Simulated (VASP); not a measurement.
**BW16 (a cell with a defect): single point with LDA**

The system is BW16 (a cell with a defect).

```
W B
1.0
     6.32000    0.00000    0.00000
     0.00000    6.32000    0.00000
     0.00000    0.00000    6.32000
W B
16 1
Direct
  0.00130 0.99157 0.00655
  0.48479 0.99258 0.00199
  0.97506 0.49347 0.99802
  0.01108 0.99191 0.50299
  0.25503 0.29854 0.23790
  0.49726 0.47968 0.97255
  0.49294 0.99937 0.51060
  0.75810 0.23413 0.24234
  0.01139 0.47528 0.51422
  0.26146 0.70147 0.26761
  0.25611 0.25025 0.74672
  0.52299 0.50628 0.49555
  0.74747 0.75418 0.22769
  0.76263 0.25554 0.73922
  0.26566 0.74025 0.75815
  0.77603 0.74829 0.74652
  0.25538 0.00297 0.26040
```

```json
{
 "Program": "VASP 6.6.1",
 "Task": "single point",
 "Functional": "LDA",
 "Potentials or basis": "VASP PAW LDA potentials, release 64 (W_sv, B)",
 "Cutoff": "520 eV",
 "k mesh": "2 × 2 × 2",
 "Occupations": "fermi-dirac, width 0.002 eV",
 "Spin": "no spin polarisation"
}
```

| Property | Result |
| --- | --- |
| Pressure | 8.2 GPa |
| Largest force | 3.109 eV/Å |

Forces on the atoms (eV/Å):
```
W    0.684  0.235 -0.608
W    1.672  0.074 -0.318
W    2.095  0.081  0.005
W   -0.598 -0.199 -0.472
W   -0.162  1.350  0.376
W    1.814  1.934  1.184
W    1.510  0.039 -0.903
W   -0.760  1.359  0.725
W   -1.218  2.667 -1.036
W   -1.005 -1.446 -1.411
W   -0.338 -0.764  0.256
W    0.415 -1.057  0.733
W    0.205 -1.440  2.120
W   -1.233 -2.009  0.787
W   -1.018 -0.091 -0.647
W   -1.980  0.311 -0.445
B   -0.084 -1.043 -0.346
```

Stress tensor (GPa, compression positive):
```
 2.29 -0.07 -0.21
-0.07 19.40 -1.02
-0.21 -1.02  2.95
```

Levels at points of the mesh, in eV from the Fermi level:
| k point | band 110 | band 111 | band 112 | band 113 | band 114 | band 115 | band 116 | band 117 | band 118 | band 119 |
| --- | --- | --- | --- | --- | --- | --- | --- | --- | --- | --- |
| (0.00, 0.00, 0.00) | -0.36 | -0.17 | -0.12 | 0.35 | 0.57 | 0.69 | 0.74 | 0.86 | 0.90 | 0.95 |
| (0.50, 0.00, 0.00) | -0.80 | -0.73 | -0.27 | -0.17 | -0.09 | 0.16 | 0.51 | 0.72 | 0.82 | 0.92 |
| (0.00, 0.50, 0.00) | -0.75 | -0.69 | -0.28 | -0.23 | -0.09 | 0.46 | 0.77 | 0.88 | 1.06 | 1.24 |
| (0.00, 0.00, 0.50) | -0.87 | -0.80 | -0.32 | -0.16 | -0.03 | 0.17 | 0.49 | 0.72 | 0.77 | 0.93 |
| (0.50, 0.50, 0.00) | -0.92 | -0.75 | -0.62 | -0.42 | 0.04 | 0.17 | 0.26 | 0.70 | 1.12 | 1.20 |
| (0.00, 0.50, 0.50) | -0.88 | -0.63 | -0.51 | -0.40 | -0.06 | 0.03 | 0.13 | 0.78 | 1.06 | 1.21 |
| (0.50, 0.00, 0.50) | -0.55 | -0.52 | -0.49 | -0.24 | -0.10 | 0.15 | 0.30 | 0.42 | 0.92 | 1.26 |
| (0.50, 0.50, 0.50) | -2.28 | -2.26 | -2.18 | -0.81 | 1.59 | 1.66 | 1.76 | 1.80 | 1.86 | 1.95 |

Wall time 14 min on 1 thread of Intel(R) Xeon(R) Platinum 8488C (Sapphire Rapids), with other jobs on the host, peak memory 0.36 GiB.

Caveat: the k points lie up to 0.50 Å⁻¹ apart; spin-orbit coupling is left out, which moves the levels of the heavy elements.
